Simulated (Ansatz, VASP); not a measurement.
Two plane-wave programs on GaP

```
CELL_PARAMETERS angstrom
0.00000 2.72570 2.72570
2.72570 0.00000 2.72570
2.72570 2.72570 0.00000
ATOMIC_POSITIONS crystal
Ga 0.00000 0.00000 0.00000
P 0.75000 0.75000 0.75000
```

Alike in both runs: task single point; functional r2SCAN; k mesh 8 × 8 × 8; occupations gaussian, width 0.05 eV; no spin polarisation.

```csv
,VASP,Ansatz
version,VASP 6.6.1,Ansatz 0.2.0
potentials or method,"VASP PAW PBE potentials, release 64 (Ga_d, P), cutoff 520 eV","scalar-relativistic, plane waves, PAW"
valence electrons in the cell,18,18
```

```csv
,VASP,Ansatz,Ansatz less VASP
gap on the k mesh at the Fermi level (eV),1.90,1.90,-0.008
pressure (GPa),-0.1,0.0,+0.06
```

VASP's potentials were made for PBE, not for r2SCAN. With one functional, cell and mesh, what is left measures potentials, basis and numerics.
